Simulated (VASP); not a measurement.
# Si2Bi (P6_3/mmc) in VASP: a series of runs

Si2Bi is run at these levels: PBE; tasks: single point, relaxation of cell and atoms.

Everything below comes from runs of VASP 6.6.1. Logs are shortened: lines on timing, memory, paths and dates and some standing lists are left out, and cuts for length are marked.

## Step 1: The cell of the first run

It takes space group P6_3/mmc (No. 194, hexagonal). Conventional cell: a = 3.194 Å, b = 3.194 Å, c = 12.657 Å, α = 90.00°, β = 90.00°, γ = 120.00°. Within 3.2 Å of Si (site symmetry 3m) lie 3 Bi at 2.37 Å and 7 Si at 2.97 to 3.19 Å. Within 3.2 Å of Bi (site symmetry -6m2) lie 6 Si at 2.37 Å and 6 Bi at 3.19 Å.

The cell was generated, and may not be a known phase.

## Step 2: Single point, PBE

Input file INCAR:

```
SYSTEM = Si2Bi
PREC = Accurate ; ENCUT = 520
EDIFF = 1E-7 ; ISMEAR = 0
SIGMA = 0.1 ; LREAL = .False.
LASPH = .True. ; NELM = 60
ALGO = Normal ; ISIF = 2
LWAVE = .False. ; LCHARG = .False.
GGA = PE ; NBANDS = 32
```

Input file KPOINTS:

```
Automatic mesh
0
Gamma
  6 6 2
  0 0 0
```

Input file POSCAR:

```
Si2Bi
1.0
    3.1941008900      0.0000000000      0.0000000000
   -1.5970504500      2.7661725200      0.0000000000
    0.0000000000      0.0000000000     12.6566362800
Si Bi
4 2
Direct
    0.3333333300      0.6666666700      0.8672310700
    0.6666666700      0.3333333300      0.3672310700
    0.3333333300      0.6666666700      0.6327689300
    0.6666666700      0.3333333300      0.1327689300
    0.6666666700      0.3333333300      0.7500000000
    0.3333333300      0.6666666700      0.2500000000
```

Potentials or basis: VASP PAW PBE potentials, release 64 (Si, Bi_d).

Run with:

```sh
> cat potpaw_PBE.64/Si/POTCAR potpaw_PBE.64/Bi_d/POTCAR > POTCAR
> mpirun -np 1 vasp_std > vasp.out
```

OUTCAR:

```text
SYSTEM = Si2Bi
   PREC = Accurate
   ENCUT = 520
   EDIFF = 1E-7
   ISMEAR = 0
   LREAL = .False.
   LASPH = .True.
   NELM = 60
   ISIF = 2
   GGA = PE

 ion  position               nearest neighbor table
   1  0.333  0.667  0.867-   5 2.37   5 2.37   5 2.37   3 2.97
   2  0.667  0.333  0.367-   6 2.37   6 2.37   6 2.37   4 2.97
   3  0.333  0.667  0.633-   5 2.37   5 2.37   5 2.37   1 2.97
   4  0.667  0.333  0.133-   6 2.37   6 2.37   6 2.37   2 2.97
   5  0.667  0.333  0.750-   1 2.37   3 2.37   1 2.37   3 2.37   1 2.37   3 2.37
   6  0.333  0.667  0.250-   2 2.37   4 2.37   2 2.37   4 2.37   2 2.37   4 2.37

  LATTYP: Found a hexagonal cell.
 ALAT       =     3.1941008900
 C/A-ratio  =     3.9625036014

  Lattice vectors:

 A1 = (   3.1941008900,   0.0000000000,   0.0000000000)
 A2 = (  -1.5970504500,   2.7661725200,   0.0000000000)
 A3 = (   0.0000000000,   0.0000000000,  12.6566362800)

Analysis of symmetry for initial positions (statically):
=====================================================================
 Subroutine PRICEL returns:
 Original cell was already a primitive cell.

 Routine SETGRP: Setting up the symmetry group for a
 hexagonal supercell.

 Subroutine GETGRP returns: Found 24 space group operations
 (whereof 12 operations were pure point group operations)
 out of a pool of 24 trial point group operations.

The static configuration has the point symmetry D_3d.
 The point group associated with its full space group is D_6h.

Analysis of symmetry for dynamics (positions and initial velocities):
=====================================================================
 Subroutine PRICEL returns:
 Original cell was already a primitive cell.

 Routine SETGRP: Setting up the symmetry group for a
 hexagonal supercell.

 Subroutine GETGRP returns: Found 24 space group operations
 (whereof 12 operations were pure point group operations)
 out of a pool of 24 trial point group operations.

The dynamic configuration has the point symmetry D_3d.
 The point group associated with its full space group is D_6h.

 Subroutine INISYM returns: Found 24 space group operations
 (whereof 12 operations are pure point group operations),
 and found     1 'primitive' translations

----------------------------------------------------------------------------------------

                                     Primitive cell

  volume of cell :     111.8269

  direct lattice vectors                    reciprocal lattice vectors
     3.194100890  0.000000000  0.000000000     0.313077149  0.180755176  0.000000000
    -1.597050450  2.766172520  0.000000000     0.000000000  0.361510351  0.000000000
     0.000000000  0.000000000 12.656636280     0.000000000  0.000000000  0.079009934

  length of vectors
     3.194100890  3.194100899 12.656636280     0.361510352  0.361510351  0.079009934

  position of ions in fractional coordinates (direct lattice)
     0.333333330  0.666666670  0.867231070
     0.666666670  0.333333330  0.367231070
     0.333333330  0.666666670  0.632768930
     0.666666670  0.333333330  0.132768930
     0.666666670  0.333333330  0.750000000
     0.333333330  0.666666670  0.250000000

  ion indices of the primitive-cell ions
   primitive index   ion index
                 1           1
                 2           2
                 3           3
                 4           4
                 5           5
                 6           6

----------------------------------------------------------------------------------------

 KPOINTS: Automatic mesh

Automatic generation of k-mesh.
 Grid dimensions read from file:
 generate k-points for:    6    6    2

 Generating k-lattice:

  Cartesian coordinates                     Fractional coordinates (reciprocal lattice)
     0.052179525  0.030125863  0.000000000     0.166666667  0.000000000  0.000000000
     0.000000000  0.060251725  0.000000000     0.000000000  0.166666667  0.000000000
     0.000000000  0.000000000  0.039504967     0.000000000  0.000000000  0.500000000

  Length of vectors
[... 58 lines left out ...]
      1     -14.5369      2.00000
      2     -14.5369      2.00000
      3     -14.3895      2.00000
      4     -14.3895      2.00000
      5     -14.3504      2.00000
      6     -14.3504      2.00000
[... 24 lines left out ...]
     31      16.0032      0.00000
     32      16.0699      0.00000

 k-point     3 :       0.3333    0.0000    0.0000
  band No.  band energies     occupation
      1     -14.6306      2.00000
      2     -14.6306      2.00000
      3     -14.4973      2.00000
      4     -14.4973      2.00000
      5     -14.3225      2.00000
      6     -14.3225      2.00000
[... 24 lines left out ...]
     31      14.1759      0.00000
     32      14.5470      0.00000

 k-point     4 :       0.5000    0.0000    0.0000
  band No.  band energies     occupation
      1     -14.6779      2.00000
      2     -14.6778      2.00000
      3     -14.5675      2.00000
      4     -14.5675      2.00000
      5     -14.3388      2.00000
      6     -14.3388      2.00000
[... 24 lines left out ...]
     31      13.4160      0.00000
     32      13.7595      0.00000

 k-point     5 :       0.1667    0.1667    0.0000
  band No.  band energies     occupation
      1     -14.5404      2.00000
      2     -14.5403      2.00000
      3     -14.4479      2.00000
      4     -14.4479      2.00000
      5     -14.3464      2.00000
      6     -14.3463      2.00000
[... 234 lines left out ...]
     31      13.5319      0.00000
     32      13.5319      0.00000

 k-point    12 :       0.1667    0.1667    0.5000
  band No.  band energies     occupation
      1     -14.5403      2.00000
      2     -14.5403      2.00000
      3     -14.4479      2.00000
      4     -14.4479      2.00000
      5     -14.3463      2.00000
      6     -14.3463      2.00000
[... 24 lines left out ...]
     31      15.4829      0.00000
     32      15.4829      0.00000

 k-point    13 :       0.3333    0.1667    0.5000
  band No.  band energies     occupation
      1     -14.5615      2.00000
      2     -14.5615      2.00000
      3     -14.5314      2.00000
      4     -14.5314      2.00000
      5     -14.3763      2.00000
      6     -14.3763      2.00000
[... 24 lines left out ...]
     31      15.0330      0.00000
     32      15.0330      0.00000

 k-point    14 :       0.3333    0.3333    0.5000
  band No.  band energies     occupation
      1     -14.4995      2.00000
      2     -14.4995      2.00000
      3     -14.4523      2.00000
      4     -14.4523      2.00000
      5     -14.4064      2.00000
      6     -14.4064      2.00000
[... 24 lines left out ...]
     31      15.5398      0.00000
     32      15.5398      0.00000

------------------------ aborting loop because EDIFF is reached ----------------------------------------

  FORCE on cell =-STRESS in cart. coord.  units (eV):
  Direction    XX          YY          ZZ          XY          YZ          ZX
  --------------------------------------------------------------------------------------
  -------------------------------------------------------------------------------------
  Total       51.2922551     51.2922553     46.5386401     -0.0000001      0.0000000      0.0000000
  in kB      734.8795863    734.8795900    666.7731132     -0.0000013      0.0000000      0.0000000
  external PRESSURE =     712.1774298 kB  Pullay stress =       0.0000000 kB

 VOLUME and BASIS-vectors are now :
 -----------------------------------------------------------------------------
  energy-cutoff  :      520.00
  volume of cell :      111.83
      direct lattice vectors                 reciprocal lattice vectors
     3.194100890  0.000000000  0.000000000     0.313077149  0.180755176  0.000000000
    -1.597050450  2.766172520  0.000000000     0.000000000  0.361510351  0.000000000
     0.000000000  0.000000000 12.656636280     0.000000000  0.000000000  0.079009934

 POSITION                                       TOTAL-FORCE (eV/Angst)
 -----------------------------------------------------------------------------------
     -0.00000      1.84412     10.97623         0.000000     -0.000000      8.217860
      1.59705      0.92206      4.64791        -0.000000      0.000000      8.217860
     -0.00000      1.84412      8.00873         0.000000     -0.000000     -8.217860
      1.59705      0.92206      1.68041        -0.000000      0.000000     -8.217860
      1.59705      0.92206      9.49248         0.000000     -0.000000      0.000000
     -0.00000      1.84412      3.16416        -0.000000      0.000000      0.000000
 -----------------------------------------------------------------------------------
    total drift:                               -0.000005      0.000003      0.000000

  FREE ENERGIE OF THE ION-ELECTRON SYSTEM (eV)
  ---------------------------------------------------
  free  energy   TOTEN  =       -11.3316366087 eV

  energy  without entropy=      -11.3225949930  energy(sigma->0) =      -11.32711580
```

Run time: 81 s. Hardware: 1 thread of Oxide Virtual Turin-like, shared host; peak memory 0.19 GiB.

What came out:

```yaml
Free_energy: -11.3316 eV
Pressure: 71.2 GPa
Largest_force: 8.218 eV/Å
Band_gap_on_the_k_mesh: zero (bands 23 and 24 overlap by 5.08 eV)
```

Forces on the atoms (eV/Å):
```
Si   0.000  0.000  8.218
Si   0.000  0.000  8.218
Si   0.000  0.000 -8.218
Si   0.000  0.000 -8.218
Bi   0.000  0.000  0.000
Bi   0.000  0.000  0.000
```

Stress tensor (GPa, compression positive):
```
73.49  0.00  0.00
 0.00 73.49  0.00
 0.00  0.00 66.68
```

Caveat: the k points lie up to 0.38 Å⁻¹ apart, too coarse for converged energies and pressures of a metal; spin-orbit coupling is left out, which moves the levels of the heavy elements; forces of over 1 eV/Å act on the atoms, so gaps and moduli don't describe the material at rest.

## Step 3: Single point, PBE

This run uses another cell than the first one, of 23.12 Å³/atom.

Input file INCAR:

```
ALGO = Normal
EDIFF = 1E-6
ENCUT = 520
GGA = PE
ISIF = 2
ISMEAR = 0
LASPH = True
LCHARG = False
LREAL = False
LWAVE = False
NBANDS = 32
NELM = 60
PREC = Accurate
SIGMA = 0.1
```

Input file KPOINTS:

```
k-points
0
Gamma
  6 6 2
```

Input file POSCAR:

```
Si2Bi
1.0
    3.7292048926      0.0000000034      0.0000000000
   -1.8646024492      3.2295861712      0.0000000000
    0.0000000000      0.0000000000     11.5169157797
Si Bi
4 2
Direct
    0.3333333333      0.6666666667      0.9584819459
    0.6666666667      0.3333333333      0.4584819459
    0.3333333333      0.6666666667      0.5415180541
    0.6666666667      0.3333333333      0.0415180541
    0.6666666667      0.3333333333      0.7500000000
    0.3333333333      0.6666666667      0.2500000000
```

Potentials or basis: VASP PAW PBE potentials, release 64 (Si, Bi_d).

Run with:

```sh
> cat potpaw_PBE.64/Si/POTCAR potpaw_PBE.64/Bi_d/POTCAR > POTCAR
> mpirun -np 1 vasp_std > vasp.out
```

Run time: 1.7 min. Hardware: 1 thread of Oxide Virtual Turin-like, shared host; peak memory 0.24 GiB.

It converged, with:

| Property | Result |
| --- | --- |
| Free energy | -27.4267 eV |
| Pressure | 0.0 GPa |
| Band gap on the k mesh | zero (bands 23 and 24 overlap by 3.99 eV) |

Forces in eV/Å, atoms in the order of the input:
```
Si   0.000  0.000 -0.003
Si   0.000  0.000 -0.003
Si   0.000  0.000  0.003
Si   0.000  0.000  0.003
Bi   0.000  0.000  0.000
Bi   0.000  0.000  0.000
```

Stress tensor (GPa, compression positive):
```
 0.10  0.00  0.00
 0.00  0.10  0.00
 0.00  0.00 -0.13
```

Levels at points of the mesh, in eV from the Fermi level:
| k point | band 19 | band 20 | band 21 | band 22 | band 23 | band 24 | band 25 | band 26 | band 27 | band 28 |
| --- | --- | --- | --- | --- | --- | --- | --- | --- | --- | --- |
| (0.00, 0.00, 0.00) | -0.60 | -0.39 | -0.39 | 2.02 | 2.48 | 2.52 | 2.66 | 2.66 | 3.22 | 3.22 |
| (0.50, 0.00, 0.00) | -3.59 | -2.38 | -2.05 | -1.65 | -0.33 | 0.49 | 0.83 | 1.03 | 1.79 | 1.88 |
| (0.00, 0.00, 0.50) | -0.50 | -0.50 | 0.66 | 0.66 | 2.67 | 2.67 | 3.05 | 3.05 | 3.05 | 3.05 |
| (0.50, 0.00, 0.50) | -2.23 | -2.23 | -2.04 | -2.04 | -0.09 | -0.09 | 0.91 | 0.91 | 1.07 | 1.07 |

Caveat: spin-orbit coupling is left out, which moves the levels of the heavy elements.

## Step 4: Single point, PBE

This run uses another cell than the first one, of 22.97 Å³/atom.

Input file INCAR:

```
ALGO     = Fast           # electronic algorithm
EDIFF    = 1E-6           # SCF threshold, eV
ENCUT    = 520            # plane-wave cutoff, eV
GGA      = PE             # functional
ISIF     = 2              # what is computed and relaxed
ISMEAR   = 0              # smearing method
LASPH    = T              # aspherical terms in the spheres
LCHARG   = T              # write CHGCAR
LELF     = T              # ELF
LREAL    = F              # projectors in reciprocal space
LVHAR    = T            
LWAVE    = F              # write WAVECAR
NBANDS   = 32             # bands
NELM     = 60             # most SCF steps
PREC     = Accurate       # precision mode
SIGMA    = 0.1            # smearing width, eV
```

Input file KPOINTS:

```
k-points
0
Gamma
  12 12 4
```

Input file POSCAR:

```
Si2Bi
1.0
    3.7300488401      0.0000000000      0.0000000000
   -1.8650244200      3.2303170528      0.0000000000
    0.0000000000      0.0000000000     11.4382773219
Si Bi
4 2
Direct
    0.3333333333      0.6666666667      0.9568162503
    0.6666666667      0.3333333333      0.4568162503
    0.3333333333      0.6666666667      0.5431837497
    0.6666666667      0.3333333333      0.0431837497
    0.6666666667      0.3333333333      0.7500000000
    0.3333333333      0.6666666667      0.2500000000
```

Run with:

```sh
> cat potpaw_PBE.64/Si/POTCAR potpaw_PBE.64/Bi_d/POTCAR > POTCAR
> mpirun -np 1 vasp_std > vasp.out
```

Run time: 4.6 min. Hardware: 1 thread of Oxide Virtual Turin-like, shared host; peak memory 0.34 GiB.

The run converged. Its results:

```yaml
Free_energy: -27.4480 eV
Pressure: 0.0 GPa
Largest_force: 0.012 eV/Å
Band_gap_on_the_k_mesh: zero (bands 23 and 24 overlap by 4.30 eV)
```

Forces on the atoms (eV/Å):
```
Si   0.000  0.000  0.012
Si   0.000  0.000  0.012
Si   0.000  0.000 -0.012
Si   0.000  0.000 -0.012
Bi   0.000  0.000  0.000
Bi   0.000  0.000  0.000
```

Stress tensor (GPa, compression positive):
```
-0.01  0.00  0.00
 0.00 -0.01  0.00
 0.00  0.00 -0.12
```

Levels at points of the mesh, in eV from the Fermi level:
```csv
k point,band 20,band 21,band 22,band 23,band 24,band 25,band 26,band 27
"(0.00, 0.00, 0.00)",-0.38,-0.38,1.97,2.41,2.44,2.51,2.51,3.16
"(0.50, 0.00, 0.00)",-2.42,-2.05,-1.75,-0.38,0.33,0.77,0.99,1.72
"(0.00, 0.00, 0.50)",-0.51,0.61,0.61,2.65,2.65,2.93,2.93,2.93
"(0.50, 0.00, 0.50)",-2.26,-2.11,-2.11,-0.14,-0.14,0.85,0.85,0.94
```

Caveat: spin-orbit coupling is left out, which moves the levels of the heavy elements.

## Step 5: Relaxation of cell and atoms, PBE

This run uses another cell than the first one, of 23.12 Å³/atom.

Input file INCAR:

```
PREC = Accurate ; ENCUT = 600
EDIFF = 1E-6 ; ISMEAR = 0
SIGMA = 0.1 ; LREAL = False
LASPH = True ; NELM = 80
ALGO = Fast ; ISIF = 3
LWAVE = False ; LCHARG = False
GGA = PE ; IBRION = 2
NSW = 100 ; EDIFFG = -0.01
```

Input file KPOINTS:

```
regular mesh
0
Gamma
  12 12 4
```

Input file POSCAR:

```
Si2Bi
1.0
    3.7292048926      0.0000000000      0.0000000000
   -1.8646024463      3.2295861729      0.0000000000
    0.0000000000      0.0000000000     11.5169157797
Si Bi
4 2
Direct
    0.3333333333      0.6666666667      0.9584819459
    0.6666666667      0.3333333333      0.4584819459
    0.3333333333      0.6666666667      0.5415180541
    0.6666666667      0.3333333333      0.0415180541
    0.6666666667      0.3333333333      0.7500000000
    0.3333333333      0.6666666667      0.2500000000
```

Run with:

```sh
> cat potpaw_PBE.64/Si/POTCAR potpaw_PBE.64/Bi_d/POTCAR > POTCAR
> mpirun -np 1 vasp_std > vasp.out
```

It took 28 min on 1 thread of Oxide Virtual Turin-like, shared host; peak memory 0.41 GiB.

The run converged. Its results:

```
Free energy                           : -27.4485 eV
Relaxed volume                        : 22.97 Å³/atom
Relaxed cell                          : a = 3.731 Å, b = 3.731 Å, c = 11.432 Å, α = 90.00°, β = 90.00°, γ = 120.00°
Space group after relaxing (to 0.1 Å) : P6_3/mmc (No. 194)
Energy gained by relaxing             : 0.7 meV/atom
Ionic steps                           : 6
Pressure after relaxing               : 0.0 GPa
Band gap on the k mesh                : zero (bands 23 and 24 overlap by 4.29 eV)
```

Step by step:
| step | energy change (eV) | largest force (eV/Å) | pressure (GPa) | volume (Å³) |
| --- | --- | --- | --- | --- |
| 1 | 0.0000 | 0.0972 | -0.04 | 138.71 |
| 2 | -0.0019 | 0.0672 | -0.06 | 138.59 |
| 3 | -0.0037 | 0.0098 | -0.18 | 138.38 |
| 4 | -0.0038 | 0.0092 | -0.24 | 138.30 |
| 5 | -0.0037 | 0.0157 | 0.28 | 137.20 |
| 6 | -0.0042 | 0.0018 | 0.00 | 137.82 |

Final structure:
```cif
data_structure
_symmetry_space_group_name_H-M 'P 1'
_symmetry_Int_Tables_number 1
_cell_length_a 3.7310
_cell_length_b 3.7310
_cell_length_c 11.4321
_cell_angle_alpha 90.000
_cell_angle_beta 90.000
_cell_angle_gamma 120.000
_cell_volume 137.82
loop_
_atom_site_label
_atom_site_type_symbol
_atom_site_fract_x
_atom_site_fract_y
_atom_site_fract_z
_atom_site_occupancy
Si1 Si 0.33333 0.66667 0.95692 1
Si2 Si 0.66667 0.33333 0.45692 1
Si3 Si 0.33333 0.66667 0.54308 1
Si4 Si 0.66667 0.33333 0.04308 1
Bi1 Bi 0.66667 0.33333 0.75000 1
Bi2 Bi 0.33333 0.66667 0.25000 1
```

Levels at points of the mesh, in eV from the Fermi level:
```
           k point  band 20  band 21  band 22  band 23  band 24  band 25  band 26  band 27
(0.00, 0.00, 0.00)    -0.40    -0.40     1.95     2.41     2.43     2.50     2.50     3.15
(0.50, 0.00, 0.00)    -2.43    -2.06    -1.76    -0.38     0.32     0.78     0.98     1.72
(0.00, 0.00, 0.50)    -0.53     0.61     0.61     2.63     2.63     2.93     2.93     2.93
(0.50, 0.00, 0.50)    -2.27    -2.11    -2.11    -0.14    -0.14     0.84     0.84     0.94
```

Caveat: spin-orbit coupling is left out, which moves the levels of the heavy elements.

## Step 6: Overview

| task | cell | k mesh | cutoff (eV) | gap on the mesh (eV) | pressure (GPa) | largest force (eV/Å) |
| --- | --- | --- | --- | --- | --- | --- |
| single point | a = 3.194, b = 3.194, c = 12.657 Å, angles 90.0, 90.0, 120.0°, 6 atoms, atomic positions A | 6 × 6 × 2 | 520 | none | 71.2 | 8.22 |
| single point | a = 3.729, b = 3.729, c = 11.517 Å, angles 90.0, 90.0, 120.0°, 6 atoms, atomic positions B | 6 × 6 × 2 | 520 | none | 0.0 | - |
| single point | a = 3.730, b = 3.730, c = 11.438 Å, angles 90.0, 90.0, 120.0°, 6 atoms, atomic positions C | 12 × 12 × 4 | 520 | none | 0.0 | 0.01 |
| relaxation of cell and atoms | relaxed from a = 3.729, b = 3.729, c = 11.517 Å, angles 90.0, 90.0, 120.0°, 6 atoms, atomic positions B | 12 × 12 × 4 | 600 | none | 0.0 | - |

Alike in all rows: level PBE; potentials or basis VASP PAW PBE potentials, release 64 (Si, Bi_d); no spin polarisation; smearing gaussian 0.1 eV.

Caveats: some runs use coarse meshes; spin-orbit coupling is left out, which moves the levels of the heavy elements; forces of over 1 eV/Å act on the atoms, so gaps and moduli don't describe the material at rest (at least some runs).

Absolute energies hang on the potentials; compare differences alone.
